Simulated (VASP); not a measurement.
# TaSi2 (C2) in VASP: further runs, part 2 of 2

VASP 6.6.1.

### Step 3. Single point, PBE (all Ta atoms moved +0.013 Å, as atom 1 along Cartesian [0 1 0])

Contents of INCAR:

```
SYSTEM = TaSi2
ALGO = Fast
EDIFF = 1E-6
ENCUT = 520
GGA = PE
ISIF = 2
ISMEAR = 0
LASPH = .TRUE.
LCHARG = .TRUE.
LELF = .TRUE.
LREAL = .FALSE.
LVHAR = .TRUE.
LWAVE = .FALSE.
NBANDS = 38
NELM = 60
PREC = Accurate
SIGMA = 0.15
```

Contents of KPOINTS:

```
k-points
0
G
  9 9 6
  0 0 0
```

Contents of POSCAR:

```
TaSi2
1.0
    4.8051009126      0.0000000000      0.0000000000
   -2.4025504563      4.1613394580      0.0000000000
    0.0000000000      0.0000000000      6.5988658829
Ta Si
3 6
Direct
    0.5015019203      0.0030038405      0.5000000000
    0.5015019203      0.5030038405      0.8333333333
    0.0015019203      0.5030038405      0.1666666667
    0.1589199925      0.3178399850      0.5000000000
    0.8410800075      0.1589199925      0.8333333333
    0.6821600150      0.8410800075      0.1666666667
    0.8410800075      0.6821600150      0.5000000000
    0.1589199925      0.8410800075      0.8333333333
    0.3178399850      0.1589199925      0.1666666667
```

Potentials or basis: VASP PAW PBE potentials, release 64 (Ta_pv, Si).

On the command line:

```console
cat potpaw_PBE.64/Ta_pv/POTCAR potpaw_PBE.64/Si/POTCAR > POTCAR
mpirun -np 1 vasp_std > vasp.out
```

OUTCAR:

```text
SYSTEM = TaSi2
   EDIFF = 1E-6
   ENCUT = 520
   GGA = PE
   ISIF = 2
   ISMEAR = 0
   LASPH = .TRUE.
   LREAL = .FALSE.
   NELM = 60
   PREC = Accurate

 ion  position               nearest neighbor table
   1  0.502  0.003  0.500-   5 2.62   9 2.62   6 2.62   8 2.62   4 2.74   4 2.74   7 2.75   7 2.75
                             7 2.83   4 2.85   2 3.26   2 3.26   3 3.26   3 3.26
   2  0.502  0.503  0.833-   6 2.61   7 2.61   4 2.62   9 2.63   5 2.73   8 2.74   5 2.75   8 2.76
                             8 2.83   5 2.84   1 3.26   1 3.26   3 3.26   3 3.26
   3  0.002  0.503  0.167-   8 2.61   7 2.61   4 2.62   5 2.63   9 2.73   6 2.74   9 2.75   6 2.76
                             6 2.83   9 2.84   1 3.26   1 3.26   2 3.26   2 3.26
[... 1214 lines left out ...]

 VOLUME and BASIS-vectors are now :
 -----------------------------------------------------------------------------
  energy-cutoff  :      520.00
  volume of cell :      131.95
      direct lattice vectors                 reciprocal lattice vectors
     4.805100913  0.000000000  0.000000000     0.208112175  0.120153620  0.000000000
    -2.402550456  4.161339458  0.000000000     0.000000000  0.240307240  0.000000000
     0.000000000  0.000000000  6.598865883     0.000000000  0.000000000  0.151541192

 POSITION                                       TOTAL-FORCE (eV/Angst)
 -----------------------------------------------------------------------------------
      2.40255      0.01250      3.29943        -0.000000     -0.116370      0.000000
      1.20128      2.09317      5.49905        -0.020686     -0.152166     -0.000344
     -1.20128      2.09317      1.09981         0.020686     -0.152166      0.000344
      0.00000      1.32264      3.29943         0.000000      0.060119      0.000000
      3.65966      0.66132      5.49905         0.008172      0.081236      0.043553
      1.25711      3.50002      1.09981        -0.017829      0.074015      0.044414
      2.40255      2.83870      3.29943        -0.000000      0.050083      0.000000
     -1.25711      3.50002      5.49905         0.017829      0.074015     -0.044414
      1.14544      0.66132      1.09981        -0.008172      0.081236     -0.043553
 -----------------------------------------------------------------------------------
    total drift:                               -0.000000     -0.000351     -0.000000

  FREE ENERGIE OF THE ION-ELECTRON SYSTEM (eV)
  ---------------------------------------------------
  free  energy   TOTEN  =       -72.2680545507 eV

  energy  without entropy=      -72.2220166751  energy(sigma->0) =      -72.24503561
```

Run time: 25 min. Hardware: 1 thread of Oxide Virtual Turin-like, shared host; peak memory 0.58 GiB.

Results:

```yaml
Free_energy: -72.2681 eV
Pressure: 0.1 GPa
Largest_force: 0.154 eV/Å
Band_gap_on_the_k_mesh: zero (an odd number of electrons rules out a gap without spin polarisation)
```

Forces on the atoms (eV/Å):
```
Ta   0.000 -0.116  0.000
Ta  -0.021 -0.152  0.000
Ta   0.021 -0.152  0.000
Si   0.000  0.060  0.000
Si   0.008  0.081  0.044
Si  -0.018  0.074  0.044
Si   0.000  0.050  0.000
Si   0.018  0.074 -0.044
Si  -0.008  0.081 -0.044
```

Caveat: the cell differs from its parent crystal (all Ta atoms moved +0.013 Å, as atom 1 along Cartesian [0 1 0]); spin-orbit coupling is left out, which moves the levels of the heavy elements; an odd number of electrons without spin polarisation forces a metal; a magnetic or distorted state may lie lower.

### Step 4. Single point, PBE (all Ta atoms moved -0.050 Å, as atom 1 along Cartesian [0 1 0])

Contents of INCAR:

```
ALGO = Fast
EDIFF = 1E-7
ENCUT = 520
GGA = PE
ISIF = 2
ISMEAR = 0
LASPH = True
LCHARG = True
LELF = True
LREAL = False
LVHAR = True
LWAVE = False
NBANDS = 38
NELM = 80
PREC = Accurate
SIGMA = 0.15
```

Contents of KPOINTS:

```
k-points
0
Gamma
  9 9 6
```

Changes to POSCAR since step 3:

```diff
@@ -8,5 +8,5 @@
 Direct
-    0.5015019203      0.0030038405      0.5000000000
-    0.5015019203      0.5030038405      0.8333333333
-    0.0015019203      0.5030038405      0.1666666667
+    0.4939923190     -0.0120153620      0.5000000000
+    0.4939923190      0.4879846380      0.8333333333
+   -0.0060076810      0.4879846380      0.1666666667
     0.1589199925      0.3178399850      0.5000000000
```

Potentials or basis: VASP PAW PBE potentials, release 64 (Ta_pv, Si).

On the command line:

```console
cat potpaw_PBE.64/Ta_pv/POTCAR potpaw_PBE.64/Si/POTCAR > POTCAR
mpirun -np 1 vasp_std > vasp.out
```

OUTCAR:

```text
EDIFF = 1E-7
   ENCUT = 520
   GGA = PE
   ISIF = 2
   ISMEAR = 0
   LASPH = True
   LREAL = False
   NELM = 80
   PREC = Accurate

 ion  position               nearest neighbor table
   1  0.494  0.988  0.500-   8 2.61   6 2.61   5 2.63   9 2.63   7 2.72   7 2.72   4 2.77   4 2.77
                             4 2.79   7 2.89   2 3.26   2 3.26   3 3.26   3 3.26
   2  0.494  0.488  0.833-   9 2.59   4 2.60   7 2.63   6 2.65   8 2.69   5 2.72   8 2.77   5 2.79
                             5 2.81   8 2.86   1 3.26   1 3.26   3 3.26   3 3.26
   3  0.994  0.488  0.167-   5 2.59   4 2.60   7 2.63   8 2.65   6 2.69   9 2.72   6 2.77   9 2.79
                             9 2.81   6 2.86   1 3.26   1 3.26   2 3.26   2 3.26
   4  0.159  0.318  0.500-   9 2.57   5 2.57   2 2.60   3 2.60   7 2.65   1 2.77   1 2.77   1 2.79
                             7 2.84   7 2.84
   5  0.841  0.159  0.833-   4 2.57   6 2.57   3 2.59   1 2.63   8 2.65   2 2.72   2 2.79   2 2.81
                             8 2.84   8 2.84
   6  0.682  0.841  0.167-   7 2.57   5 2.57   1 2.61   9 2.65   2 2.65   3 2.69   3 2.77   9 2.84
                             9 2.84   3 2.86
   7  0.841  0.682  0.500-   6 2.57   8 2.57   2 2.63   3 2.63   4 2.65   1 2.72   1 2.72   4 2.84
                             4 2.84   1 2.89
[... 1192 lines left out ...]
     37      12.2598      0.00000
     38      12.9648      0.00000

 [... further k-points ...]

------------------------ aborting loop because EDIFF is reached ----------------------------------------

  FORCE on cell =-STRESS in cart. coord.  units (eV):
  Direction    XX          YY          ZZ          XY          YZ          ZX
  --------------------------------------------------------------------------------------
  -------------------------------------------------------------------------------------
  Total        0.1476402      0.3014478      0.2101137      0.0000000      0.0000000     -0.0410673
  in kB        1.7927113      3.6603089      2.5512907      0.0000000      0.0000000     -0.4986565
  external PRESSURE =       2.6681036 kB  Pullay stress =       0.0000000 kB

 VOLUME and BASIS-vectors are now :
 -----------------------------------------------------------------------------
  energy-cutoff  :      520.00
  volume of cell :      131.95
      direct lattice vectors                 reciprocal lattice vectors
     4.805100913  0.000000000  0.000000000     0.208112175  0.120153620  0.000000000
    -2.402550456  4.161339458  0.000000000     0.000000000  0.240307240  0.000000000
     0.000000000  0.000000000  6.598865883     0.000000000  0.000000000  0.151541192

 POSITION                                       TOTAL-FORCE (eV/Angst)
 -----------------------------------------------------------------------------------
      0.00000      4.11134      3.29943         0.000000      0.465546      0.000000
      1.20128      2.03067      5.49905         0.083121      0.609375     -0.006412
      3.60383      2.03067      1.09981        -0.083121      0.609375      0.006412
      0.00000      1.32264      3.29943         0.000000     -0.222113      0.000000
      3.65966      0.66132      5.49905        -0.058277     -0.293979     -0.182673
      1.25711      3.50002      1.09981         0.045651     -0.327773     -0.169103
      2.40255      2.83870      3.29943         0.000000     -0.218680      0.000000
     -1.25711      3.50002      5.49905        -0.045651     -0.327773      0.169103
      1.14544      0.66132      1.09981         0.058277     -0.293979      0.182673
 -----------------------------------------------------------------------------------
    total drift:                                0.000000      0.000008     -0.000000

  FREE ENERGIE OF THE ION-ELECTRON SYSTEM (eV)
  ---------------------------------------------------
  free  energy   TOTEN  =       -72.2286045031 eV

  energy  without entropy=      -72.1824466695  energy(sigma->0) =      -72.20552559
```

stdout:

```text
POSCAR found type information on POSCAR TaSi
 POSCAR found :  2 types and       9 ions
 scaLAPACK will be used
 LDA part: xc-table for (Slater+PW92), standard interpolation
 POSCAR, INCAR and KPOINTS ok, starting setup
 FFT: planning ... GRIDC
 FFT: planning ... GRID_SOFT
 FFT: planning ... GRID
 WAVECAR not read
 entering main loop
```

It took 16 min on 1 thread of Oxide Virtual Turin-like, shared host; peak memory 0.58 GiB.

Results:

```
Free energy            : -72.2286 eV
Pressure               : 0.3 GPa
Largest force          : 0.615 eV/Å
Band gap on the k mesh : zero (an odd number of electrons rules out a gap without spin polarisation)
```

Forces on the atoms (eV/Å):
```
Ta   0.000  0.466  0.000
Ta   0.083  0.609 -0.006
Ta  -0.083  0.609  0.006
Si   0.000 -0.222  0.000
Si  -0.058 -0.294 -0.183
Si   0.046 -0.328 -0.169
Si   0.000 -0.219  0.000
Si  -0.046 -0.328  0.169
Si   0.058 -0.294  0.183
```

Levels at points of the mesh, in eV from the Fermi level:
| k point | band 26 | band 27 | band 28 | band 29 | band 30 | band 31 | band 32 | band 33 |
| --- | --- | --- | --- | --- | --- | --- | --- | --- |
| (0.00, 0.00, 0.00) | -2.43 | -2.15 | -2.15 | -1.49 | 0.73 | 2.92 | 2.93 | 3.33 |
| (0.00, 0.00, 0.50) | -2.03 | -1.79 | -1.78 | 1.11 | 1.12 | 2.52 | 2.52 | 3.36 |

Caveat: the cell differs from its parent crystal (all Ta atoms moved -0.050 Å, as atom 1 along Cartesian [0 1 0]); spin-orbit coupling is left out, which moves the levels of the heavy elements; an odd number of electrons without spin polarisation forces a metal; a magnetic or distorted state may lie lower.

### Step 5. Single point, PBE (all Ta atoms moved +0.025 Å, as atom 1 along Cartesian [0 1 0])

Contents of INCAR:

```
SYSTEM = TaSi2
  PREC = Accurate
  ENCUT = 520
  EDIFF = 1E-7
  ISMEAR = 0
  SIGMA = 0.15
  LREAL = .FALSE.
  LASPH = .TRUE.
  NELM = 60
  ALGO = Fast
  ISIF = 2
  LWAVE = .FALSE.
  LCHARG = .FALSE.
  GGA = PE
  NBANDS = 38
```

Contents of KPOINTS:

```
regular mesh
0
G
  9 9 6
  0 0 0
```

Changes to POSCAR since step 4:

```diff
@@ -8,5 +8,5 @@
 Direct
-    0.4939923190     -0.0120153620      0.5000000000
-    0.4939923190      0.4879846380      0.8333333333
-   -0.0060076810      0.4879846380      0.1666666667
+    0.5030038405      0.0060076810      0.5000000000
+    0.5030038405      0.5060076810      0.8333333333
+    0.0030038405      0.5060076810      0.1666666667
     0.1589199925      0.3178399850      0.5000000000
```

On the command line:

```console
cat potpaw_PBE.64/Ta_pv/POTCAR potpaw_PBE.64/Si/POTCAR > POTCAR
mpirun -np 1 vasp_std > vasp.out
```

It took 15 min on 1 thread of Oxide Virtual Turin-like, shared host; peak memory 0.58 GiB.

It converged, with:

```
Free energy            : -72.2602 eV
Pressure               : 0.2 GPa
Largest force          : 0.307 eV/Å
Band gap on the k mesh : zero (an odd number of electrons rules out a gap without spin polarisation)
```

Forces in eV/Å, atoms in the order of the input:
```
Ta   0.000 -0.233  0.000
Ta  -0.041 -0.304 -0.002
Ta   0.041 -0.304  0.002
Si   0.000  0.114  0.000
Si   0.021  0.162  0.086
Si  -0.031  0.149  0.090
Si   0.000  0.106  0.000
Si   0.031  0.149 -0.090
Si  -0.021  0.162 -0.086
```

Levels at points of the mesh, in eV from the Fermi level:
```csv
k point,band 26,band 27,band 28,band 29,band 30,band 31,band 32,band 33
"(0.00, 0.00, 0.00)",-2.44,-2.16,-2.16,-1.49,0.73,2.93,2.93,3.33
"(0.00, 0.00, 0.50)",-2.04,-1.79,-1.79,1.12,1.12,2.53,2.53,3.36
```

Caveat: the cell differs from its parent crystal (all Ta atoms moved +0.025 Å, as atom 1 along Cartesian [0 1 0]); spin-orbit coupling is left out, which moves the levels of the heavy elements; an odd number of electrons without spin polarisation forces a metal; a magnetic or distorted state may lie lower.

### Step 6. Overview

```tsv
cell	further INCAR settings	gap on the mesh (eV)	pressure (GPa)	largest force (eV/Å)
as given, atomic positions A	ALGO = Fast; EDIFF = 1e-07; NBANDS = 38	none	0.2	0.46
as given, atomic positions B	ALGO = Fast; EDIFF = 1e-06; NBANDS = 38	none	0.1	0.15
as given, atomic positions C	ALGO = Fast; EDIFF = 1e-07; NBANDS = 38	none	0.3	0.62
as given, atomic positions D	ALGO = Fast; EDIFF = 1e-07; NBANDS = 38	none	0.2	0.31
```

Alike in all rows: task single point; level PBE; potentials or basis VASP PAW PBE potentials, release 64 (Ta_pv, Si); no spin polarisation; k mesh 9 × 9 × 6; cutoff (eV) 520; smearing gaussian 0.15 eV.

Caveats: spin-orbit coupling is left out, which moves the levels of the heavy elements; an odd number of electrons without spin polarisation forces a metal; a magnetic or distorted state may lie lower.

Total energies depend on the potentials used, so only differences within one code and one set of settings carry meaning.
